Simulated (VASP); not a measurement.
Here is a VASP 6.6.1 calculation.

The input INCAR:

```
  PREC = Accurate
  ENCUT = 500
  EDIFF = 1E-6
  ISMEAR = 0
  SIGMA = 0.1
  LREAL = F
  LASPH = T
  NELM = 120
  ALGO = Normal
  ISIF = 2
  LWAVE = F
  LCHARG = F
  GGA = PE
  NBANDS = 30
  GGA_COMPAT = F
```

KPOINTS

```
regular mesh
0
Gamma
  4 4 4
```

File POSCAR:

```
CdTeSe4
1.0
    0.0000000000      4.5426143500      4.5426143500
    4.5426143500      0.0000000000      4.5426143500
    4.5426143500      4.5426143500      0.0000000000
Cd Te Se
1 1 4
Direct
    0.2500000000      0.2500000000      0.2500000000
    0.0000000000      0.0000000000      0.0000000000
    0.6252736500      0.6252736500      0.1241790400
    0.6252736500      0.6252736500      0.6252736500
    0.1241790400      0.6252736500      0.6252736500
    0.6252736500      0.1241790400      0.6252736500
```

Potentials or basis: VASP PAW PBE potentials, release 64 (Cd, Te, Se).

Command:

```console
$ cat potpaw_PBE.64/Cd/POTCAR potpaw_PBE.64/Te/POTCAR potpaw_PBE.64/Se/POTCAR > POTCAR
$ mpirun -np 1 vasp_std > vasp.out
```

**Question.** Estimate the band gap on the k mesh.

**Answer.** Zero (bands 21 and 22 overlap by 0.65 eV).

**Question.** What does it give for the pressure?

**Answer.** -7.3 GPa.

**Question.** Predict the largest force.

**Answer.** 0.004 eV/Å.

Forces on the atoms (eV/Å):
```
Cd   0.000  0.000  0.000
Te   0.000  0.000  0.000
Se   0.002  0.002 -0.002
Se  -0.002 -0.002 -0.002
Se  -0.002  0.002  0.002
Se   0.002 -0.002  0.002
```

Caveat: the cell stands under tension; semilocal functionals underestimate gaps, so a narrow gap can read as zero; spin-orbit coupling is left out, which moves the levels of the heavy elements.
